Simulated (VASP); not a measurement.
BN, 4 atoms in the cell. Symmetry: P6_3mc, No. 186, hexagonal system. Conventional cell: a = 2.646 Å, b = 2.646 Å, c = 4.190 Å, α = 90.00°, β = 90.00°, γ = 120.00°. Within 2.1 Å of B (site symmetry 3m) lie 4 N at 1.57 to 1.62 Å. Within 2.1 Å of N (site symmetry 3m) lie 4 B at 1.57 to 1.62 Å.  This cell differs from its parent crystal: epitaxial xy strain +4.0%.

| Quantity | Value |
| --- | --- |
| Program | VASP 6.6.1 |
| Task | single point |
| Functional | PBE |
| Potentials or basis | VASP PAW PBE potentials, release 64 (B, N) |
| Cutoff | 520 eV |
| k mesh | 12 × 12 × 6 |
| Occupations | fermi-dirac, width 0.02 eV |
| Spin | no spin polarisation |
| Dipole correction | no |
| Further INCAR settings | ALGO = Normal; EDIFF = 1e-07; NBANDS = 16 |

Potentials or basis: VASP PAW PBE potentials, release 64 (B, N).

Command:

```console
$ cat potpaw_PBE.64/B/POTCAR potpaw_PBE.64/N/POTCAR > POTCAR
$ mpirun -np 1 vasp_std > vasp.out
```

Hardware: 1 thread of Intel Xeon 6975P-C (shared host).

Q: Estimate the wall time of this run.

A: Wall time 17 s on 1 thread of Intel Xeon 6975P-C, on a shared host, peak memory 0.15 GiB. Counts: scf iterations 14, k points 76.
